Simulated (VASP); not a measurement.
# BP (P6_3/mmc) in VASP: notebook

The runs below take BP through single point, with PBE, r2SCAN.

All numbers are computed with VASP 6.6.1; they aren't measurements. Logs are shortened: lines on timing, memory, paths and dates and some standing lists are left out, and cuts for length are marked.

### 1 The cell of the first run

The structure is hexagonal, space group P6_3/mmc (No. 194). The conventional cell has a = 3.277 Å, b = 3.277 Å, c = 10.059 Å, α = 90.00°, β = 90.00°, γ = 120.00°. B (site symmetry -6m2) has 3 P at 1.89 Å within 2.5 Å. P (site symmetry -6m2) has 3 B at 1.89 Å within 2.5 Å.

### 2 Single point, PBE (23.39 Å³/atom)

Input file INCAR:

```
SYSTEM = BP
ALGO = Normal ; EDIFF = 1E-6
ENCUT = 520 ; GGA = PE
ISIF = 2 ; ISMEAR = 0
LASPH = .True. ; LCHARG = .False.
LREAL = .False. ; LWAVE = .False.
NBANDS = 16 ; NELM = 80
PREC = Accurate ; SIGMA = 0.01
```

Input file KPOINTS:

```
k-points
0
Gamma
  9 9 2
  0 0 0
```

Input file POSCAR:

```
BP
1.0
    3.2772362102      0.0000000000      0.0000000000
   -1.6386181051      2.8381698123      0.0000000000
    0.0000000000      0.0000000000     10.0588502398
B P
2 2
Direct
    0.3333333333      0.6666666667      0.2500000000
    0.6666666667      0.3333333333      0.7500000000
    0.6666666667      0.3333333333      0.2500000000
    0.3333333333      0.6666666667      0.7500000000
```

Potentials or basis: VASP PAW PBE potentials, release 64 (B, P).

Command:

```bash
cat potpaw_PBE.64/B/POTCAR potpaw_PBE.64/P/POTCAR > POTCAR
mpirun -np 1 vasp_std > vasp.out
```

OUTCAR:

```text
SYSTEM = BP
   EDIFF = 1E-6
   ENCUT = 520
   GGA = PE
   ISIF = 2
   ISMEAR = 0
   LASPH = .True.
   LREAL = .False.
   NELM = 80
   PREC = Accurate

 ion  position               nearest neighbor table
   1  0.333  0.667  0.250-   3 1.89   3 1.89   3 1.89
   2  0.667  0.333  0.750-   4 1.89   4 1.89   4 1.89
   3  0.667  0.333  0.250-   1 1.89   1 1.89   1 1.89
   4  0.333  0.667  0.750-   2 1.89   2 1.89   2 1.89

  LATTYP: Found a hexagonal cell.
 ALAT       =     3.2772362102
 C/A-ratio  =     3.0693088916

  Lattice vectors:

 A1 = (   3.2772362102,   0.0000000000,   0.0000000000)
 A2 = (  -1.6386181051,   2.8381698123,   0.0000000000)
 A3 = (   0.0000000000,   0.0000000000,  10.0588502398)

Analysis of symmetry for initial positions (statically):
=====================================================================
 Subroutine PRICEL returns:
 Original cell was already a primitive cell.

 Routine SETGRP: Setting up the symmetry group for a
 hexagonal supercell.

 Subroutine GETGRP returns: Found 24 space group operations
 (whereof 12 operations were pure point group operations)
 out of a pool of 24 trial point group operations.

The static configuration has the point symmetry D_3d.
 The point group associated with its full space group is D_6h.

Analysis of symmetry for dynamics (positions and initial velocities):
=====================================================================
 Subroutine PRICEL returns:
 Original cell was already a primitive cell.

 Routine SETGRP: Setting up the symmetry group for a
 hexagonal supercell.

 Subroutine GETGRP returns: Found 24 space group operations
 (whereof 12 operations were pure point group operations)
 out of a pool of 24 trial point group operations.

The dynamic configuration has the point symmetry D_3d.
 The point group associated with its full space group is D_6h.

 Subroutine INISYM returns: Found 24 space group operations
 (whereof 12 operations are pure point group operations),
 and found     1 'primitive' translations

----------------------------------------------------------------------------------------

                                     Primitive cell

  volume of cell :      93.5609

  direct lattice vectors                    reciprocal lattice vectors
     3.277236210  0.000000000  0.000000000     0.305135161  0.176169868  0.000000000
    -1.638618105  2.838169812  0.000000000     0.000000000  0.352339735  0.000000000
     0.000000000  0.000000000 10.058850240     0.000000000  0.000000000  0.099414941

  length of vectors
     3.277236210  3.277236210 10.058850240     0.352339735  0.352339735  0.099414941

  position of ions in fractional coordinates (direct lattice)
     0.333333333  0.666666667  0.250000000
     0.666666667  0.333333333  0.750000000
     0.666666667  0.333333333  0.250000000
     0.333333333  0.666666667  0.750000000

  ion indices of the primitive-cell ions
   primitive index   ion index
                 1           1
                 2           2
                 3           3
                 4           4

----------------------------------------------------------------------------------------

 KPOINTS: k-points

Automatic generation of k-mesh.
 Grid dimensions read from file:
 generate k-points for:    9    9    2

 Generating k-lattice:

  Cartesian coordinates                     Fractional coordinates (reciprocal lattice)
     0.033903907  0.019574430  0.000000000     0.111111111  0.000000000  0.000000000
     0.000000000  0.039148859  0.000000000     0.000000000  0.111111111  0.000000000
     0.000000000  0.000000000  0.049707470     0.000000000  0.000000000  0.500000000

  Length of vectors
     0.039148859  0.039148859  0.049707470

  Shift w.r.t. Gamma in fractional coordinates (k-lattice)
     0.000000000  0.000000000  0.000000000

 Subroutine IBZKPT returns following result:
 ===========================================

 Found     24 irreducible k-points:

 Following reciprocal coordinates:
            Coordinates               Weight
  0.000000  0.000000  0.000000      1.000000
  0.111111  0.000000  0.000000      6.000000
  0.222222  0.000000  0.000000      6.000000
  0.333333  0.000000  0.000000      6.000000
  0.444444  0.000000  0.000000      6.000000
  0.111111  0.111111  0.000000      6.000000
[... 16 lines left out ...]
  0.333333  0.222222  0.500000     12.000000
  0.333333  0.333333  0.500000      2.000000
   k-points           NKPTS =     24   k-points in BZ     NKDIM =     24   number of bands    NBANDS=     16
   number of dos      NEDOS =    301   number of ions     NIONS =      4
   total plane-waves  NPLWV =  46080
   dimension x,y,z NGX =    24 NGY =   24 NGZ =   80
   dimension x,y,z NGXF=    48 NGYF=   48 NGZF=  160
   ions per type =               2   2
   NGX,Y,Z   is equivalent  to a cutoff of  12.17, 12.17, 13.22 a.u.
   NGXF,Y,Z  is equivalent  to a cutoff of  24.35, 24.35, 26.44 a.u.
 SYSTEM =  BP
   PREC   = accura    normal or accurate (medium, high low for compatibility)
   ISTART =      0    job   : 0-new  1-cont  2-samecut
   ICHARG =      2    charge: 1-file 2-atom 10-const
   ISPIN  =      1    spin polarized calculation?
   LNONCOLLINEAR =      F non collinear calculations
   LSORBIT =      F    spin-orbit coupling
   LASPH  =      T    aspherical Exc in radial PAW
   ENCUT  =  520.0 eV  38.22 Ry    6.18 a.u.   6.09  6.09 18.70*2*pi/ulx,y,z
   NELM   =     80;   NELMIN=  2; NELMDL= -5     # of ELM steps
   EDIFF  = 0.1E-05   stopping-criterion for ELM
   LREAL  =      F    real-space projection
   EDIFFG = 0.1E-04   stopping-criterion for IOM
   NSW    =      0    number of steps for IOM
   IBRION =     -1    ionic relax: 0-MD 1-quasi-New 2-CG
   NFREE  =      0    steps in history (QN), initial steepest desc. (CG)
   ISIF   =      2    stress and relaxation
   ISYM   =      2    0-nonsym 1-usesym 2-fastsym
   POTIM  = 0.5000    time-step for ionic-motion
   TEBEG  =    0.0;   TEEND  =   0.0 temperature during run
   PSTRESS=    0.0 pullay stress
   NELECT =      16.0000    total number of electrons
   NUPDOWN=      -1.0000    fix difference up-down
   EMIN   =  10.00;   EMAX   =-10.00  energy-range for DOS
   EFERMI =   0.00;   METHOD = LEGACY
   ISMEAR =     0;   SIGMA  =   0.01  broadening in eV -4-tet -1-fermi 0-gaus
   EFERMI_NEDOS =   21; number of points for ismear=-14 and -15
   IALGO  =     38    algorithm
   IMIX   =      4    mixing-type and parameters
     AMIX     =   0.40;   BMIX     =  1.00
     AMIX_MAG =   1.60;   BMIX_MAG =  1.00
  volume/ion in A,a.u.               =      23.39       157.85
  Fermi-wavevector in a.u.,A,eV,Ry     =   0.908692  1.717179 11.234617  0.825721
  Thomas-Fermi vector in A             =   2.032648
   LORBIT       =      0    0 simple, 1 ext, 2 COOP (PROOUT), +10 PAW based schemes
   GGA     = PE    functional components
   LHFCALC =     F    Hartree Fock is set to
   AEXX    =    0.0000 exact exchange contribution
   IVDW    =     0    specifies the selected vdW correction
   LEPSILON=     F    determine dielectric tensor
   LRPA    =     F    only Hartree local field effects (RPA)
 non-spin polarized calculation
 Gauss-broadening in eV      SIGMA  =   0.01
  energy-cutoff  :      520.00
  volume of cell :       93.56
 maximum number of plane-waves:      2550
   NGX = 13   NGY = 13   NGZ = 37

 number of electron      15.9999996 magnetization

 Free energy of the ion-electron system (eV)
  ---------------------------------------------------
  ext. energy  EPLUGINS =         0.00000000
  ---------------------------------------------------
  free energy    TOTEN  =       -24.26932916 eV

  energy without entropy =      -24.26932916  energy(sigma->0) =      -24.26932916

 E-fermi :   1.1050     XC(G=0):  -7.2747

 val. band max:        1.0032133879   @ k =   0.3333   0.3333   0.5000
 cond. band min:       1.9630310370   @ k =   0.3333   0.3333   0.5000
 fundamental gap:      0.9598176491
 Fermi energy:         1.1050159276

 k-point     1 :       0.0000    0.0000    0.0000
  band No.  band energies     occupation
      1     -12.3611      2.00000
      2     -12.3362      2.00000
      3      -3.0785      2.00000
      4      -2.6582      2.00000
      5      -0.6586      2.00000
      6      -0.6586      2.00000
[... 8 lines left out ...]
     15       6.0034      0.00000
     16       7.6480      0.00000

 k-point     2 :       0.1111    0.0000    0.0000
  band No.  band energies     occupation
      1     -12.1823      2.00000
      2     -12.1577      2.00000
      3      -2.8828      2.00000
      4      -2.4674      2.00000
      5      -1.5601      2.00000
      6      -1.5527      2.00000
[... 8 lines left out ...]
     15       6.9835      0.00000
     16       7.8083      0.00000

 k-point     3 :       0.2222    0.0000    0.0000
  band No.  band energies     occupation
      1     -11.6562      2.00000
      2     -11.6327      2.00000
      3      -3.4081      2.00000
      4      -3.3967      2.00000
      5      -2.3049      2.00000
      6      -1.9052      2.00000
[... 8 lines left out ...]
     15       8.0164      0.00000
     16       8.3708      0.00000

 k-point     4 :       0.3333    0.0000    0.0000
  band No.  band energies     occupation
      1     -10.8310      2.00000
      2     -10.8098      2.00000
      3      -5.3312      2.00000
      4      -5.3169      2.00000
      5      -2.1937      2.00000
      6      -2.1867      2.00000
[... 8 lines left out ...]
     15       9.5060      0.00000
     16      10.3672      0.00000
[... 324 lines left out ...]
 k-point    22 :       0.2222    0.2222    0.5000
  band No.  band energies     occupation
      1     -10.3520      2.00000
      2     -10.3520      2.00000
      3      -5.5403      2.00000
      4      -5.5403      2.00000
      5      -3.6897      2.00000
      6      -3.6897      2.00000
[... 8 lines left out ...]
     15       8.1036      0.00000
     16       8.1036      0.00000

 k-point    23 :       0.3333    0.2222    0.5000
  band No.  band energies     occupation
      1      -9.5219      2.00000
      2      -9.5219      2.00000
      3      -6.6020      2.00000
      4      -6.6020      2.00000
      5      -4.3283      2.00000
      6      -4.3283      2.00000
[... 8 lines left out ...]
     15       9.0110      0.00000
     16       9.0110      0.00000

 k-point    24 :       0.3333    0.3333    0.5000
  band No.  band energies     occupation
      1      -9.1399      2.00000
      2      -9.1399      2.00000
      3      -6.7514      2.00000
      4      -6.7514      2.00000
      5      -4.9728      2.00000
      6      -4.9728      2.00000
[... 8 lines left out ...]
     15       9.4743      0.00000
     16       9.4743      0.00000

------------------------ aborting loop because EDIFF is reached ----------------------------------------

  FORCE on cell =-STRESS in cart. coord.  units (eV):
  Direction    XX          YY          ZZ          XY          YZ          ZX
  --------------------------------------------------------------------------------------
  -------------------------------------------------------------------------------------
  Total       -3.8934335     -3.8934335     -0.0157786      0.0000000      0.0000000      0.0000000
  in kB      -66.6728287    -66.6728287     -0.2701993      0.0000000      0.0000000      0.0000000
  external PRESSURE =     -44.5386189 kB  Pullay stress =       0.0000000 kB

 VOLUME and BASIS-vectors are now :
 -----------------------------------------------------------------------------
  energy-cutoff  :      520.00
  volume of cell :       93.56
      direct lattice vectors                 reciprocal lattice vectors
     3.277236210  0.000000000  0.000000000     0.305135161  0.176169868  0.000000000
    -1.638618105  2.838169812  0.000000000     0.000000000  0.352339735  0.000000000
     0.000000000  0.000000000 10.058850240     0.000000000  0.000000000  0.099414941

 POSITION                                       TOTAL-FORCE (eV/Angst)
 -----------------------------------------------------------------------------------
     -0.00000      1.89211      2.51471         0.000000      0.000000      0.000000
      1.63862      0.94606      7.54414        -0.000000     -0.000000      0.000000
      1.63862      0.94606      2.51471        -0.000000      0.000000      0.000000
     -0.00000      1.89211      7.54414        -0.000000     -0.000000      0.000000
 -----------------------------------------------------------------------------------
    total drift:                               -0.000000      0.000000      0.000000

  FREE ENERGIE OF THE ION-ELECTRON SYSTEM (eV)
  ---------------------------------------------------
  free  energy   TOTEN  =       -24.2693291594 eV

  energy  without entropy=      -24.2693291594  energy(sigma->0) =      -24.26932916
```

Run time: 18 s. Hardware: 1 thread of AMD EPYC 9R45 (Zen 5), shared host; peak memory 0.17 GiB.

Results:

```
Free energy            : -24.2693 eV
Pressure               : -4.5 GPa
Band gap on the k mesh : 0.96 eV
```

Stress tensor (GPa, compression positive):
```
-6.67  0.00  0.00
 0.00 -6.67  0.00
 0.00  0.00 -0.03
```

Caveat: the stress differs along the axes, from -7 to -0 GPa; this functional lacks dispersion, which binds layers or chains, so the pressure and a relaxed spacing across them are unreliable. A k mesh can miss the band edges.

### 3 Single point, r2SCAN (17.69 Å³/atom)

This run uses another cell than the first one, of 17.69 Å³/atom.

Input file POSCAR:

```
BP
1.0
    3.1385306184      0.0000000000      0.0000000000
   -1.5692653092      2.7180472461      0.0000000000
    0.0000000000      0.0000000000      8.2937906450
B P
2 2
Direct
    0.3333333333      0.6666666667      0.2500000000
    0.6666666667      0.3333333333      0.7500000000
    0.6666666667      0.3333333333      0.2500000000
    0.3333333333      0.6666666667      0.7500000000
```

Input file INCAR.step1:

```
SYSTEM = BP
PREC = Accurate
ENCUT = 520
ISMEAR = 0
SIGMA = 0.01
LREAL = .FALSE.
LASPH = .TRUE.
NELM = 100
NBANDS = 16
GGA = PE
ALGO = Normal
EDIFF = 1E-4
LWAVE = .TRUE.
LCHARG = .FALSE.
```

Input file INCAR.step2:

```
SYSTEM = BP
PREC = Accurate
ENCUT = 520
EDIFF = 1E-7
ISMEAR = 0
SIGMA = 0.01
LREAL = .FALSE.
LASPH = .TRUE.
NELM = 100
ALGO = Normal
ISIF = 2
LWAVE = .FALSE.
LCHARG = .TRUE.
METAGGA = R2SCAN
LMIXTAU = .TRUE.
LELF = .TRUE.
LVHAR = .TRUE.
NBANDS = 16
ISTART = 1
```

Input file KPOINTS:

```
regular mesh
0
G
  9 9 4
  0 0 0
```

Potentials or basis: VASP PAW PBE potentials, release 64 (B, P).

Command:

```bash
cat potpaw_PBE.64/B/POTCAR potpaw_PBE.64/P/POTCAR > POTCAR
cp INCAR.step1 INCAR
mpirun -np 1 vasp_std > vasp.out
cp INCAR.step2 INCAR
mpirun -np 1 vasp_std > vasp.out
```

Wall time 92 s (1 thread of AMD EPYC 9R45 (Zen 5), shared host); peak memory 0.17 GiB.

The run converged. Its results:

| Property | Result |
| --- | --- |
| Free energy | -32.9334 eV |
| Pressure | 6.7 GPa |
| Band gap on the k mesh | 0.99 eV |

Stress tensor (GPa, compression positive):
```
9.98 0.00 0.00
0.00 9.98 0.00
0.00 0.00 0.11
```

Levels at points of the mesh, in eV from the valence-band top:
```
           k point  band 4  band 5  band 6  band 7  band 8  band 9  band 10  band 11  band 12  band 13
(0.00, 0.00, 0.00)   -3.93   -1.73   -1.73   -1.69   -1.69    3.45     5.16     5.16     5.24     5.24
(0.00, 0.00, 0.50)   -4.70   -1.71   -1.71   -1.71   -1.71    5.20     5.20     5.20     5.20     5.39
```

Caveat: the stress differs along the axes, from 0 to 10 GPa; the PAW data sets were made with another functional, which shifts forces and pressure a little.
